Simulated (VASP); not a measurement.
Here is a VASP 6.6.1 calculation.

INCAR

```
ALGO = Normal
EDIFF = 1E-6
ENCUT = 520
GGA = PS
ISIF = 2
ISMEAR = -1
ISYM = 0
LASPH = T
LCHARG = F
LREAL = Auto
LWAVE = F
NBANDS = 180
NELECT = 310.0
NELM = 100
PREC = Accurate
SIGMA = 0.05
```

The input KPOINTS:

```
Automatic mesh
0
Gamma
  1 1 1
  0.25 0.25 0.25
```

File POSCAR:

```
NaSr7Ti8O23
1.0
    7.7828210000      0.0000000000      0.0000000000
    0.0000000000      7.7828210000      0.0000000000
    0.0000000000      0.0000000000      7.7828210000
Sr Na Ti O
7 1 8 23
Direct
    0.9887520000      0.9884990000      0.9961090000
    0.9889770000      0.9890630000      0.4973800000
    0.9872300000      0.5049750000      0.9981050000
    0.9822980000      0.5016680000      0.4975590000
    0.5048870000      0.9870950000      0.9982610000
    0.5020370000      0.9820610000      0.4975790000
    0.5065770000      0.5068220000      0.9993860000
    0.5118200000      0.5111310000      0.4931410000
    0.2505950000      0.2501230000      0.2688160000
    0.2500380000      0.2495740000      0.7322400000
    0.2458070000      0.7426740000      0.2412590000
    0.2462970000      0.7396340000      0.7469990000
    0.7426310000      0.2456940000      0.2411560000
    0.7396710000      0.2461680000      0.7469690000
    0.7431870000      0.7430570000      0.2494070000
    0.7429270000      0.7427910000      0.7453090000
    0.2654060000      0.2625130000      0.5008480000
    0.2530610000      0.7619670000      0.0022900000
    0.2490000000      0.7472440000      0.5031010000
    0.7638620000      0.2518340000      0.0022710000
    0.7458100000      0.2496880000      0.5030520000
    0.7510890000      0.7515820000      0.0024750000
    0.7557150000      0.7546220000      0.5018820000
    0.0092340000      0.2514260000      0.2453780000
    0.0110070000      0.2541630000      0.7603380000
    0.0024190000      0.7512180000      0.2527610000
    0.0028910000      0.7516110000      0.7528100000
    0.4942020000      0.2495450000      0.2160500000
    0.4963540000      0.2508020000      0.7848450000
    0.5008410000      0.7526550000      0.2527280000
    0.5015260000      0.7548980000      0.7523590000
    0.2527550000      0.0088740000      0.2435070000
    0.2537030000      0.0108940000      0.7626330000
    0.2488420000      0.4938000000      0.2175040000
    0.2513550000      0.4960950000      0.7836210000
    0.7504270000      0.0021840000      0.2536420000
    0.7522280000      0.0027110000      0.7519070000
    0.7539110000      0.5005780000      0.2517920000
    0.7545040000      0.5013890000      0.7532130000
```

Potentials or basis: VASP PAW PBE potentials, release 64 (Sr_sv, Na_pv, Ti_sv, O).

Launch:

```console
$ cat potpaw_PBE.64/Sr_sv/POTCAR potpaw_PBE.64/Na_pv/POTCAR potpaw_PBE.64/Ti_sv/POTCAR potpaw_PBE.64/O/POTCAR > POTCAR
$ mpirun -np 1 vasp_std > vasp.out
```

Task: Estimate the largest force.

Result: 0.180 eV/Å.

Forces in eV/Å, atoms in the order of the input:
```
Sr   0.024  0.026  0.035
Sr   0.033  0.032  0.008
Sr   0.016 -0.005  0.004
Sr   0.029  0.009  0.004
Sr  -0.001  0.015  0.002
Sr   0.010  0.027  0.004
Sr   0.016  0.014 -0.021
Na  -0.005 -0.004  0.006
Ti   0.043  0.053 -0.064
Ti   0.078  0.086  0.074
Ti   0.086  0.023  0.094
Ti   0.100  0.077  0.042
Ti   0.030  0.086  0.090
Ti   0.079  0.098  0.038
Ti   0.079  0.074  0.084
Ti   0.102  0.102  0.107
O    0.003 -0.002  0.008
O   -0.030 -0.006 -0.060
O   -0.029 -0.010 -0.038
O   -0.010 -0.025 -0.063
O   -0.011 -0.028 -0.041
O   -0.016 -0.017 -0.050
O   -0.029 -0.031 -0.063
O   -0.023 -0.024 -0.017
O   -0.076 -0.033 -0.012
O   -0.058 -0.027 -0.027
O   -0.062 -0.024 -0.027
O    0.007 -0.014  0.018
O   -0.055 -0.028  0.019
O   -0.060 -0.032 -0.010
O   -0.063 -0.024 -0.041
O   -0.028 -0.021 -0.019
O   -0.032 -0.079 -0.018
O   -0.012  0.011  0.013
O   -0.031 -0.057  0.023
O   -0.025 -0.058 -0.026
O   -0.026 -0.060 -0.027
O   -0.031 -0.057 -0.011
O   -0.022 -0.064 -0.040
```

Caveat: the k points lie up to 0.81 Å⁻¹ apart; the cell carries a net charge on a neutralising background, which shifts energy and pressure; the PAW data sets were made with another functional, which shifts forces and pressure a little.
